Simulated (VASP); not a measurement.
**Hg: single point with r2SCAN**

Hg:

```
CELL_PARAMETERS angstrom
5.42784 0.00000 0.00000
-2.71392 4.70065 0.00000
0.00000 0.00000 3.17442
ATOMIC_POSITIONS crystal
Hg 0.00000 0.00000 0.00000
Hg 0.33333 0.66667 0.50000
Hg 0.66667 0.33333 0.50000
```

* Program: VASP 6.6.1
* Task: single point
* Functional: r2SCAN
* Potentials or basis: VASP PAW PBE potentials, release 64 (Hg)
* Cutoff: 520 eV
* k mesh: 9 × 9 × 13
* Occupations: fermi-dirac, width 0.1 eV
* Spin: no spin polarisation

The pressure is 0.3 GPa. The band gap on the k mesh is zero (bands 18 and 19 overlap by 2.71 eV).

Stress tensor (GPa, compression positive):
```
0.24 0.00 0.00
0.00 0.24 0.00
0.00 0.00 0.42
```

Levels at points of the mesh, in eV from the Fermi level:
| k point | band 15 | band 16 | band 17 | band 18 | band 19 | band 20 | band 21 | band 22 |
| --- | --- | --- | --- | --- | --- | --- | --- | --- |
| (0.00, 0.00, 0.00) | -6.15 | -6.15 | -1.57 | -1.18 | 1.92 | 1.92 | 2.01 | 2.01 |

Run time: 2.8 min on 1 thread of Intel(R) Xeon(R) 6975P-C (Granite Rapids) (shared host), peak memory 0.28 GiB.

Caveat: the PAW data sets were made with another functional, which shifts forces and pressure a little; spin-orbit coupling is left out, which moves the levels of the heavy elements.
